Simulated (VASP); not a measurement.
Set up this calculation in VASP 6.6.1, as the native input.

| Property | Result |
| --- | --- |
| Task | electric field gradients |
| Functional | LDA |
| Potentials or basis | VASP PAW LDA potentials, release 64 (Ti_sv) |
| Cutoff | 400 eV |
| k mesh | 15 × 15 × 15 |
| Occupations | fermi-dirac, width 0.05 eV |
| Spin | no spin polarisation |
| Dipole correction | no |
| Further INCAR settings | ALGO = Normal; EDIFF = 1e-08; NBANDS = 12 |

The structure of Ti lies in POSCAR:

```
Ti
1.0
    0.0000000000      2.0094935475      2.0094935475
    2.0094935475      0.0000000000      2.0094935475
    2.0094935475      2.0094935475      0.0000000000
Ti
1
Direct
    0.0000000000      0.0000000000      0.0000000000
```

This cell differs from its parent crystal: volume scaled by 0.97.

These files were run (other wordings do the same):

INCAR

```
SYSTEM = Ti
PREC = Accurate
ENCUT = 400
EDIFF = 1E-8
ISMEAR = -1
SIGMA = 0.05
LREAL = .FALSE.
LASPH = .TRUE.
NELM = 120
ALGO = Normal
ISIF = 2
LWAVE = .FALSE.
LCHARG = .FALSE.
LEFG = .TRUE.
NBANDS = 12
GGA_COMPAT = .FALSE.
```

KPOINTS

```
regular mesh
0
G
  15 15 15
  0 0 0
```

Potentials or basis: VASP PAW LDA potentials, release 64 (Ti_sv).

Run with:

```bash
$ cat potpaw_LDA.64/Ti_sv/POTCAR > POTCAR
$ mpirun -np 1 vasp_std > vasp.out
```

Results of the run:

- Pressure: -2.4 GPa
- Band gap on the k mesh: zero (band 6 reaches 9.61 eV, above the bottom of band 7 at 8.40 eV)

Caveat: without QUAD_EFG the Cq values of the log hold for a quadrupole moment of 1 mb, not for the nuclei.

Run time: 8.3 s on 1 thread of Intel(R) Xeon(R) 6975P-C (Granite Rapids) (shared host), peak memory 0.12 GiB.
